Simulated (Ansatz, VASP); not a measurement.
Two plane-wave programs on Pt

File POSCAR:

```
Pt
1.0
   -1.5592705959      1.5592705959      1.5592705959
    1.5592705959     -1.5592705959      1.5592705959
    1.5592705959      1.5592705959     -1.5592705959
Pt
1
Direct
    0.0000000000      0.0000000000      0.0000000000
```

File INCAR.step1:

```
SYSTEM = Pt
PREC = Accurate ; ENCUT = 550
ISMEAR = 0 ; SIGMA = 0.05
LREAL = .False. ; LASPH = .True.
NELM = 120 ; NBANDS = 11
GGA = PE ; ALGO = Normal
EDIFF = 1E-5 ; LWAVE = .True.
LCHARG = .False. ; GGA_COMPAT = .False.
```

The input INCAR.step2:

```
SYSTEM = Pt
PREC = Accurate ; ENCUT = 550
EDIFF = 1E-6 ; ISMEAR = 0
SIGMA = 0.05 ; LREAL = .False.
LASPH = .True. ; NELM = 120
ALGO = Normal ; ISIF = 2
LWAVE = .False. ; LCHARG = .False.
METAGGA = R2SCAN ; LMIXTAU = .True.
NBANDS = 11 ; ISTART = 1
GGA_COMPAT = .False.
```

Contents of KPOINTS:

```
regular mesh
0
Gamma
  18 18 18
  0 0 0
```

Input for Ansatz:

```yaml
crystal:
  lattice:
    - [-1.5592705959, 1.5592705959, 1.5592705959]
    - [1.5592705959, -1.5592705959, 1.5592705959]
    - [1.5592705959, 1.5592705959, -1.5592705959]
  atoms:
    - { symbol: Pt, position: [0.0, 0.0, 0.0] }
basis:
  ecutwfc: 500
  ecutrho_ratio: 4
kpoints:
  mp_grid: { grid: [18, 18, 18] }
hamiltonian:
  xc: r2scan
scf:
  occupations: { method: gaussian, width: 0.05 }
output:
  forces: true
  stress: true
  eigenvalues: true
```

Alike in both runs: task single point; functional r2SCAN; k mesh 18 × 18 × 18; occupations gaussian, width 0.05 eV; no spin polarisation.

|  | VASP | Ansatz |
| --- | --- | --- |
| version | VASP 6.6.1 | Ansatz 0.2.0 |
| potentials or method | VASP PAW PBE potentials, release 64 (Pt), cutoff 550 eV | scalar-relativistic, plane waves, PAW |
| valence electrons in the cell | 10 | 18 |

Ansatz gave:

```
gap on the k mesh at the Fermi level (eV) : none
pressure (GPa)                            : 5.3
```

Problem. What did VASP give for the same quantities?

Solution. gap on the k mesh at the Fermi level (eV): none; pressure (GPa): 6.1.

VASP's potentials were made for PBE, not for r2SCAN. A gap of «none» marks a metal or a gap that the smearing closes. With one functional, cell and mesh, what is left measures potentials, basis and numerics. VASP's potentials hold 10 valence electrons a cell and Ansatz's 18, so a difference there can come from the potentials and not from the codes.

Spin-orbit coupling is off throughout.
